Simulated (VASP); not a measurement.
SiO:

```
CELL_PARAMETERS angstrom
2.80697 0.00000 0.00000
0.00000 2.80697 0.00000
0.00000 0.00000 2.80697
ATOMIC_POSITIONS crystal
Si 0.00000 0.00000 0.00000
O 0.50000 0.50000 0.50000
```

Base run:

| Property | Result |
| --- | --- |
| Program | VASP 6.6.1 |
| Functional | revPBE |
| Potentials or basis | VASP PAW PBE potentials, release 64 (Si, O) |
| Cutoff | 520 eV |
| k mesh | 9 × 9 × 9 |
| Occupations | fermi-dirac, width 0.05 eV |
| Spin | no spin polarisation |

Its results: band gap on the k mesh zero (band 5 reaches 8.22 eV, above the bottom of band 6 at 7.63 eV); pressure 1.9 GPa.

Task: After a change of settings the same cell gave: band gap on the k mesh zero (band 5 reaches 8.13 eV, above the bottom of band 6 at 7.55 eV); pressure 0.1 GPa. Which change was it?
A. functional from revPBE to PBEsol; dispersion from none to D3(BJ)
B. functional from revPBE to PBE
C. functional from revPBE to PBE; k mesh from 9 × 9 × 9 to 8 × 8 × 8
D. functional from revPBE to RPBE

Result: B.

PBE binds more tightly than revPBE, so the same cell stands under less pressure.

Caveats: the PAW data sets were made with another functional, which shifts forces and pressure a little (some runs).
